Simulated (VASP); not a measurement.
# MgCdO (P4mm) in VASP: single point with PBE

Aim: the single point of MgCdO with PBE.

Program: VASP 6.6.1. These are calculated values, not measurements. Logs are shortened: lines on timing, memory, paths and dates and some standing lists are left out, and cuts for length are marked.

### Step 1. The cell of the first run

Symmetry: P4mm, No. 99, tetragonal system. The conventional cell has a = 3.227 Å, b = 3.227 Å, c = 5.234 Å, α = 90.00°, β = 90.00°, γ = 90.00°. Within 3.3 Å of Mg (site symmetry 4mm) lie 4 O at 2.50 Å and 4 Cd at 3.07 Å and 4 Mg at 3.23 Å. Cd (site symmetry 4mm) has 1 O at 2.17 Å within 2.9 Å. Within 2.9 Å of O (site symmetry 4mm) lie 1 Cd at 2.17 Å and 4 Mg at 2.50 Å.

The cell was built from a structure type or drawn by symmetry, and may not be a known phase.

### Step 2. Single point, PBE

The input, INCAR:

```
ALGO = Normal
EDIFF = 1E-6
ENCUT = 750
GGA = PE
GGA_COMPAT = F
ISIF = 2
ISMEAR = 0
LASPH = T
LCHARG = F
LREAL = F
LWAVE = F
NBANDS = 25
NELM = 120
PREC = Accurate
SIGMA = 0.1
```

The input, KPOINTS:

```
k-points
0
Gamma
  6 6 4
```

The input, POSCAR:

```
MgCdO
1.0
    3.2266540900      0.0000000000      0.0000000000
    0.0000000000      3.2266540900      0.0000000000
    0.0000000000      0.0000000000      5.2335413700
Mg Cd O
1 1 1
Direct
    0.0000000000      0.0000000000      0.1373461400
    0.5000000000      0.5000000000      0.7455848900
    0.5000000000      0.5000000000      0.3305869900
```

Potentials or basis: VASP PAW PBE potentials, release 64 (Mg_sv, Cd_sv_GW, O).

On the command line:

```bash
$ cat potpaw_PBE.64/Mg_sv/POTCAR potpaw_PBE.64/Cd_sv_GW/POTCAR potpaw_PBE.64/O/POTCAR > POTCAR
$ mpirun -np 1 vasp_std > vasp.out
```

OUTCAR:

```text
EDIFF = 1E-6
   ENCUT = 750
   GGA = PE
   ISIF = 2
   ISMEAR = 0
   LASPH = T
   LREAL = F
   NELM = 120
   PREC = Accurate

 ion  position               nearest neighbor table
   1  0.000  0.000  0.137-
   2  0.500  0.500  0.746-   3 2.17
   3  0.500  0.500  0.331-   2 2.17

  LATTYP: Found a simple tetragonal cell.
 ALAT       =     3.2266540900
 C/A-ratio  =     1.6219716226

  Lattice vectors:

 A1 = (   3.2266540900,   0.0000000000,   0.0000000000)
 A2 = (   0.0000000000,   3.2266540900,   0.0000000000)
 A3 = (   0.0000000000,   0.0000000000,   5.2335413700)

Analysis of symmetry for initial positions (statically):
=====================================================================
 Subroutine PRICEL returns:
 Original cell was already a primitive cell.

 Routine SETGRP: Setting up the symmetry group for a
 simple tetragonal supercell.

 Subroutine GETGRP returns: Found  8 space group operations
 (whereof  8 operations were pure point group operations)
 out of a pool of 16 trial point group operations.

The static configuration has the point symmetry C_4v.

Analysis of symmetry for dynamics (positions and initial velocities):
=====================================================================
 Subroutine PRICEL returns:
 Original cell was already a primitive cell.

 Routine SETGRP: Setting up the symmetry group for a
 simple tetragonal supercell.

 Subroutine GETGRP returns: Found  8 space group operations
 (whereof  8 operations were pure point group operations)
 out of a pool of 16 trial point group operations.

The dynamic configuration has the point symmetry C_4v.

 Subroutine INISYM returns: Found  8 space group operations
 (whereof  8 operations are pure point group operations),
 and found     1 'primitive' translations

----------------------------------------------------------------------------------------

                                     Primitive cell

  volume of cell :      54.4880

  direct lattice vectors                    reciprocal lattice vectors
     3.226654090  0.000000000  0.000000000     0.309918563  0.000000000  0.000000000
     0.000000000  3.226654090  0.000000000     0.000000000  0.309918563  0.000000000
     0.000000000  0.000000000  5.233541370     0.000000000  0.000000000  0.191075207

  length of vectors
     3.226654090  3.226654090  5.233541370     0.309918563  0.309918563  0.191075207
[... 80 lines left out ...]
   LASPH  =      T    aspherical Exc in radial PAW
   ENCUT  =  750.0 eV  55.12 Ry    7.42 a.u.   7.21  7.21 11.69*2*pi/ulx,y,z
   NELM   =    120;   NELMIN=  2; NELMDL= -5     # of ELM steps
   EDIFF  = 0.1E-05   stopping-criterion for ELM
   LREAL  =      F    real-space projection
   EDIFFG = 0.1E-04   stopping-criterion for IOM
   NSW    =      0    number of steps for IOM
   IBRION =     -1    ionic relax: 0-MD 1-quasi-New 2-CG
   NFREE  =      0    steps in history (QN), initial steepest desc. (CG)
   ISIF   =      2    stress and relaxation
   ISYM   =      2    0-nonsym 1-usesym 2-fastsym
   POTIM  = 0.5000    time-step for ionic-motion
   TEBEG  =    0.0;   TEEND  =   0.0 temperature during run
   PSTRESS=    0.0 pullay stress
   NELECT =      36.0000    total number of electrons
   NUPDOWN=      -1.0000    fix difference up-down
   EMIN   =  10.00;   EMAX   =-10.00  energy-range for DOS
   EFERMI =   0.00;   METHOD = LEGACY
   ISMEAR =     0;   SIGMA  =   0.10  broadening in eV -4-tet -1-fermi 0-gaus
   EFERMI_NEDOS =   21; number of points for ismear=-14 and -15
   IALGO  =     38    algorithm
   IMIX   =      4    mixing-type and parameters
     AMIX     =   0.40;   BMIX     =  1.00
     AMIX_MAG =   1.60;   BMIX_MAG =  1.00
  volume/ion in A,a.u.               =      18.16       122.57
  Fermi-wavevector in a.u.,A,eV,Ry     =   1.425855  2.694476 27.661512  2.033064
  Thomas-Fermi vector in A             =   2.546195
   LORBIT       =      0    0 simple, 1 ext, 2 COOP (PROOUT), +10 PAW based schemes
   GGA     = PE    functional components
   LHFCALC =     F    Hartree Fock is set to
   AEXX    =    0.0000 exact exchange contribution
   IVDW    =     0    specifies the selected vdW correction
   LEPSILON=     F    determine dielectric tensor
   LRPA    =     F    only Hartree local field effects (RPA)
 non-spin polarized calculation
 Gauss-broadening in eV      SIGMA  =   0.10
  energy-cutoff  :      750.00
  volume of cell :       54.49
 maximum number of plane-waves:      2560
 NGX is ok and might be reduce to    30
   NGX = 15   NGY = 15   NGZ = 23

 number of electron      35.9999999 magnetization

 Free energy of the ion-electron system (eV)
  ---------------------------------------------------
  ext. energy  EPLUGINS =         0.00000000
  ---------------------------------------------------
  free energy    TOTEN  =       -10.11077898 eV

  energy without entropy =      -10.10789265  energy(sigma->0) =      -10.10933581

 E-fermi :   3.2153     XC(G=0):  -9.8285

 val. band max:        3.0878885230   @ k =   0.5000   0.1667   0.0000
 cond. band min:       3.2527179241   @ k =   0.5000   0.3333   0.0000
 fundamental gap:      0.1648294011
 Fermi energy:         3.2153307491

 k-point     1 :       0.0000    0.0000    0.0000
  band No.  band energies     occupation
      1     -99.1932      2.00000
      2     -72.6908      2.00000
      3     -60.2707      2.00000
      4     -60.2707      2.00000
      5     -60.1591      2.00000
      6     -39.4668      2.00000
[... 661 lines left out ...]
     24      14.1903      0.00000
     25      14.6594      0.00000

 [... further k-points ...]

------------------------ aborting loop because EDIFF is reached ----------------------------------------

  FORCE on cell =-STRESS in cart. coord.  units (eV):
  Direction    XX          YY          ZZ          XY          YZ          ZX
  --------------------------------------------------------------------------------------
  -------------------------------------------------------------------------------------
  Total       -3.9440893     -3.9440893     -1.5514434      0.0000000      0.0000000     -0.0000000
  in kB     -115.9729868   -115.9729868    -45.6190298      0.0000000      0.0000000     -0.0000000
  external PRESSURE =     -92.5216678 kB  Pullay stress =       0.0000000 kB

 VOLUME and BASIS-vectors are now :
 -----------------------------------------------------------------------------
  energy-cutoff  :      750.00
  volume of cell :       54.49
      direct lattice vectors                 reciprocal lattice vectors
     3.226654090  0.000000000  0.000000000     0.309918563  0.000000000  0.000000000
     0.000000000  3.226654090  0.000000000     0.000000000  0.309918563  0.000000000
     0.000000000  0.000000000  5.233541370     0.000000000  0.000000000  0.191075207

 POSITION                                       TOTAL-FORCE (eV/Angst)
 -----------------------------------------------------------------------------------
      0.00000      0.00000      0.71881         0.000000      0.000000      2.317170
      1.61333      1.61333      3.90205         0.000000      0.000000     -0.605998
      1.61333      1.61333      1.73014         0.000000     -0.000000     -1.711172
 -----------------------------------------------------------------------------------
    total drift:                                0.000000      0.000000     -0.006149

  FREE ENERGIE OF THE ION-ELECTRON SYSTEM (eV)
  ---------------------------------------------------
  free  energy   TOTEN  =       -10.1107789764 eV

  energy  without entropy=      -10.1078926459  energy(sigma->0) =      -10.10933581
```

OSZICAR:

```text
N       E                     dE             d eps       ncg     rms          rms(c)
DAV:   1     0.743907293333E+03    0.74391E+03   -0.27172E+04  1532   0.230E+03
DAV:   2     0.744825603823E+02   -0.66942E+03   -0.62687E+03  1510   0.754E+02
DAV:   3    -0.362466513647E+01   -0.78107E+02   -0.76748E+02  2299   0.267E+02
DAV:   4    -0.123659666124E+02   -0.87413E+01   -0.86845E+01  2520   0.761E+01
DAV:   5    -0.128477792683E+02   -0.48181E+00   -0.48070E+00  1900   0.119E+01    0.184E+01
DAV:   6    -0.103512733063E+02    0.24965E+01   -0.11821E+01  2378   0.504E+01    0.164E+01
DAV:   7    -0.101723314475E+02    0.17894E+00   -0.16760E+00  1960   0.849E+00    0.996E+00
DAV:   8    -0.101137518053E+02    0.58580E-01   -0.36095E-01  2001   0.618E+00    0.636E-01
DAV:   9    -0.101121021974E+02    0.16496E-02   -0.15699E-02  2087   0.152E+00    0.367E-01
DAV:  10    -0.101107729952E+02    0.13292E-02   -0.30593E-03  2100   0.664E-01    0.839E-02
DAV:  11    -0.101107689851E+02    0.40102E-05   -0.35812E-04  1987   0.164E-01    0.212E-02
DAV:  12    -0.101107790606E+02   -0.10076E-04   -0.36436E-05  1904   0.931E-02    0.120E-02
DAV:  13    -0.101107789764E+02    0.84240E-07   -0.80128E-06  1961   0.243E-02
   1 F= -.10110779E+02 E0= -.10109336E+02  d E =-.288633E-02
```

stdout:

```text
POSCAR found type information on POSCAR MgCdO
 POSCAR found :  3 types and       3 ions
 scaLAPACK will be used
 LDA part: xc-table for (Slater+PW92), standard interpolation
 POSCAR, INCAR and KPOINTS ok, starting setup
 FFT: planning ... GRIDC
 FFT: planning ... GRID_SOFT
 FFT: planning ... GRID
 WAVECAR not read
 entering main loop
```

It took 60 s on 1 thread of Intel Xeon Platinum 8259CL at 2.50GHz (Skylake/Cascade Lake), shared host; peak memory 0.25 GiB.

What came out:

| Quantity | Value |
| --- | --- |
| Free energy | -10.1108 eV |
| Pressure | -9.3 GPa |
| Largest force | 2.317 eV/Å |
| Band gap on the k mesh | zero (bands 18 and 19 overlap by 2.68 eV) |

Forces on the atoms (eV/Å):
```
Mg   0.000  0.000  2.317
Cd   0.000  0.000 -0.606
O    0.000  0.000 -1.711
```

Levels at points of the mesh, in eV from the Fermi level:
| k point | band 14 | band 15 | band 16 | band 17 | band 18 | band 19 | band 20 | band 21 | band 22 | band 23 |
| --- | --- | --- | --- | --- | --- | --- | --- | --- | --- | --- |
| (0.00, 0.00, 0.00) | -8.03 | -5.45 | -4.03 | -1.48 | -1.48 | 3.45 | 3.99 | 8.30 | 8.49 | 8.49 |
| (0.50, 0.00, 0.00) | -7.92 | -4.33 | -3.11 | -1.82 | -1.27 | -0.47 | 4.55 | 6.72 | 7.73 | 7.94 |
| (0.50, 0.50, 0.00) | -7.79 | -3.23 | -3.23 | -2.54 | 2.02 | 2.02 | 2.21 | 2.98 | 6.84 | 6.92 |
| (0.00, 0.00, 0.50) | -8.03 | -6.66 | -1.40 | -1.40 | -1.01 | 0.25 | 7.24 | 8.10 | 8.10 | 8.36 |
| (0.50, 0.00, 0.50) | -8.08 | -3.83 | -3.62 | -1.68 | -1.21 | 0.50 | 3.93 | 5.04 | 10.02 | 10.76 |
| (0.50, 0.50, 0.50) | -7.79 | -2.90 | -2.90 | -2.44 | 1.19 | 1.19 | 3.50 | 3.51 | 5.02 | 7.70 |

Caveat: the cell stands under tension; forces of over 1 eV/Å act on the atoms, so gaps and moduli don't describe the material at rest.
